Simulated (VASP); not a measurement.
# FeO (I4/mmm) in VASP: a series of runs, part 2 of 2

VASP 6.6.1. Earlier steps stand in the parts before.

### 3 Single point, LDA+U, collinear spin, ferromagnetic start

Contents of POSCAR:

```
FeO
1.0
   -1.6021034130      1.6021034130      2.0833922500
    1.6021034130     -1.6021034130      2.0833922500
    1.6021034130      1.6021034130     -2.0833922500
Fe O
1 1
Direct
    0.0000000000      0.0000000000      0.0000000000
    0.5000000000      0.5000000000      0.0000000000
```

Contents of INCAR.step1:

```
PREC = Accurate ; ENCUT = 520
EDIFF = 1E-6 ; ISMEAR = -1
SIGMA = 0.05 ; LREAL = F
LASPH = T ; NELM = 150
ALGO = Normal ; ISIF = 2
LWAVE = F ; LCHARG = T
ISPIN = 2 ; MAGMOM = 3 0
LMAXMIX = 4 ; LDAU = T
LDAUTYPE = 2 ; LDAUL = 2 -1
LDAUU = 5 0 ; LDAUJ = 0 0
LDAUPRINT = 1 ; GGA = CA
NBANDS = 18
```

Contents of KPOINTS.step1:

```
regular mesh
0
Gamma
  12 12 12
```

Contents of INCAR.step2:

```
PREC = Accurate ; ENCUT = 520
EDIFF = 1E-6 ; ISMEAR = -5
SIGMA = 0.05 ; LREAL = F
LASPH = T ; NELM = 150
ALGO = Normal ; ISIF = 2
LWAVE = F ; LCHARG = F
ISPIN = 2 ; MAGMOM = 3 0
LORBIT = 11 ; LMAXMIX = 4
LDAU = T ; LDAUTYPE = 2
LDAUL = 2 -1 ; LDAUU = 5 0
LDAUJ = 0 0 ; LDAUPRINT = 1
GGA = CA ; NBANDS = 18
NEDOS = 1001 ; ICHARG = 11
```

Contents of KPOINTS.step2:

```
regular mesh
0
Gamma
  18 18 18
```

Potentials or basis: VASP PAW LDA potentials, release 64 (Fe, O).

Launch:

```console
> cat potpaw_LDA.64/Fe/POTCAR potpaw_LDA.64/O/POTCAR > POTCAR
> cp INCAR.step1 INCAR
> cp KPOINTS.step1 KPOINTS
> mpirun -np 1 vasp_std > vasp.out
> cp INCAR.step2 INCAR
> cp KPOINTS.step2 KPOINTS
> mpirun -np 1 vasp_std > vasp.out
```

OUTCAR:

```text
PREC = Accurate
   ENCUT = 520
   EDIFF = 1E-6
   ISMEAR = -5
   LREAL = F
   LASPH = T
   NELM = 150
   ISIF = 2
   ISPIN = 2
   LORBIT = 11
   GGA = CA
   ICHARG = 11

 ion  position               nearest neighbor table
   1  0.000  0.000  0.000-   2 2.08   2 2.08   2 2.27   2 2.27   2 2.27   2 2.27
   2  0.500  0.500  0.000-   1 2.08   1 2.08   1 2.27   1 2.27   1 2.27   1 2.27

  LATTYP: Found a body centered tetragonal cell.
 ALAT       =     3.2042068260
 C/A-ratio  =     1.3004105934

  Lattice vectors:

 A1 = (  -1.6021034130,   1.6021034130,   2.0833922500)
 A2 = (   1.6021034130,  -1.6021034130,   2.0833922500)
 A3 = (   1.6021034130,   1.6021034130,  -2.0833922500)

Analysis of symmetry for initial positions (statically):
=====================================================================
 Subroutine PRICEL returns:
 Original cell was already a primitive cell.

 Routine SETGRP: Setting up the symmetry group for a
 body centered tetragonal supercell.

[... 232 lines left out ...]
      4      -1.0181      1.00000
      5      -1.0126      1.00000
      6      -0.9127      1.00000
[... 1001 lines left out ...]
     17      30.2884      0.00000
     18      32.5724      0.00000

 [... further k-points ...]

------------------------ aborting loop because EDIFF is reached ----------------------------------------

  FORCE on cell =-STRESS in cart. coord.  units (eV):
  Direction    XX          YY          ZZ          XY          YZ          ZX
  --------------------------------------------------------------------------------------
  -------------------------------------------------------------------------------------
  Total       -3.2837056     -3.2837056     -2.3749318      0.0000000      0.0000000     -0.0000000
  in kB     -245.9589698   -245.9589698   -177.8892029      0.0000000      0.0000000     -0.0000000
  external PRESSURE =    -223.2690475 kB  Pullay stress =       0.0000000 kB

 VOLUME and BASIS-vectors are now :
 -----------------------------------------------------------------------------
  energy-cutoff  :      520.00
  volume of cell :       21.39
      direct lattice vectors                 reciprocal lattice vectors
    -1.602103413  1.602103413  2.083392250     0.000000000  0.312089717  0.239993213
     1.602103413 -1.602103413  2.083392250     0.312089717  0.000000000  0.239993213
     1.602103413  1.602103413 -2.083392250     0.312089717  0.312089717  0.000000000

 POSITION                                       TOTAL-FORCE (eV/Angst)
 -----------------------------------------------------------------------------------
      0.00000      0.00000      0.00000         0.000000     -0.000000      0.000000
      0.00000      0.00000      2.08339        -0.000000      0.000000      0.000000
 -----------------------------------------------------------------------------------
    total drift:                               -0.000000      0.000000     -0.000000

  FREE ENERGIE OF THE ION-ELECTRON SYSTEM (eV)
  ---------------------------------------------------
  free  energy   TOTEN  =       -13.7290116541 eV

  energy  without entropy=      -13.7290116541  energy(sigma->0) =      -13.72901165

 total charge

# of ion       s       p       d       tot
------------------------------------------
    1        0.292   0.343   6.061   6.696
    2        1.541   3.406   0.000   4.946
--------------------------------------------------
tot          1.833   3.748   6.061  11.642

 magnetization (x)

# of ion       s       p       d       tot
------------------------------------------
    1        0.025   0.018   3.786   3.829
    2        0.018   0.170   0.000   0.188
--------------------------------------------------
tot          0.043   0.188   3.786   4.017
```

OUTCAR.step1:

```text
PREC = Accurate
   ENCUT = 520
   EDIFF = 1E-6
   ISMEAR = -1
   LREAL = F
[... 1288 lines left out ...]
      0.00000      0.00000      0.00000         0.000000     -0.000000      0.000000
      0.00000      0.00000      2.08339        -0.000000      0.000000      0.000000
 -----------------------------------------------------------------------------------
    total drift:                               -0.000000      0.000000     -0.000000

  FREE ENERGIE OF THE ION-ELECTRON SYSTEM (eV)
  ---------------------------------------------------
  free  energy   TOTEN  =       -13.7347899289 eV

  energy  without entropy=      -13.7234309360  energy(sigma->0) =      -13.72911043
```

OSZICAR.step1:

```text
N       E                     dE             d eps       ncg     rms          rms(c)
DAV:   1     0.729961404806E+02    0.72996E+02   -0.67009E+03 12762   0.911E+02
DAV:   2    -0.104923255194E+02   -0.83488E+02   -0.70074E+02 12138   0.203E+02
[... 12 lines left out ...]
DAV:  15    -0.137348908696E+02    0.68884E-04   -0.11009E-04 14036   0.774E-02    0.467E-02
DAV:  16    -0.137348115421E+02    0.79328E-04   -0.15329E-04 14018   0.830E-02    0.267E-02
DAV:  17    -0.137347929960E+02    0.18546E-04   -0.42259E-05 14614   0.560E-02    0.142E-02
DAV:  18    -0.137347915208E+02    0.14752E-05   -0.32723E-05 13392   0.713E-02    0.641E-03
DAV:  19    -0.137347899890E+02    0.15317E-05   -0.40782E-06 11600   0.213E-02    0.183E-03
DAV:  20    -0.137347899289E+02    0.60153E-07   -0.28473E-07  6380   0.409E-03
   1 F= -.13734790E+02 E0= -.13729110E+02  d E =-.113590E-01  mag=     4.0113
```

Wall time 8 min (1 thread of Intel Xeon 8259CL, shared host); peak memory 0.4 GiB.

What came out:

```yaml
Net_moment: 4.01 μB per cell
Site_moments: Fe +3.83; O +0.19 μB
Valence_electrons_inside_the_program's_atomic_spheres: Fe 6.70; O 4.95
```

Levels at points of the mesh, in eV from the Fermi level:
Spin up:
```tsv
k point	band 5	band 6	band 7	band 8	band 9	band 10	band 11	band 12	band 13	band 14
(0.00, 0.00, 0.00)	-6.78	-6.68	-4.04	-3.81	-3.81	-0.62	14.15	14.15	14.46	14.65
(0.50, 0.00, 0.00)	-6.23	-6.08	-4.90	-2.32	-1.79	3.29	7.27	10.47	12.43	16.71
(0.50, 0.50, 0.00)	-6.08	-5.98	-5.81	-5.15	-4.67	4.15	7.46	8.85	12.95	14.35
(0.50, 0.50, 0.50)	-5.86	-5.86	-5.82	-5.21	-5.21	4.21	7.84	8.51	12.67	12.67
```
Spin down:
| k point | band 2 | band 3 | band 4 | band 5 | band 6 | band 7 | band 8 | band 9 |
| --- | --- | --- | --- | --- | --- | --- | --- | --- |
| (0.00, 0.00, 0.00) | -3.67 | -3.41 | -3.41 | -0.85 | -0.85 | -0.31 | -0.28 | 0.89 |
| (0.50, 0.00, 0.00) | -7.97 | -4.97 | -4.91 | 0.37 | 0.44 | 0.53 | 2.82 | 3.36 |
| (0.50, 0.50, 0.00) | -7.00 | -4.76 | -4.26 | -1.98 | 0.68 | 0.73 | 1.37 | 1.87 |
| (0.50, 0.50, 0.50) | -6.77 | -4.78 | -4.78 | -1.85 | 0.60 | 0.60 | 1.60 | 1.84 |

Eigenvalues of the final occupation matrices:
| site | spin | trace | eigenvalues |
| --- | --- | --- | --- |
| site 1 d | 1 | 4.94 | 0.97 0.97 0.97 1.00 1.02 |
| site 1 d | 2 | 1.14 | 0.08 0.12 0.27 0.33 0.33 |

Caveat: a cell with one magnetic atom can't hold antiferromagnetic order, which such compounds often take.
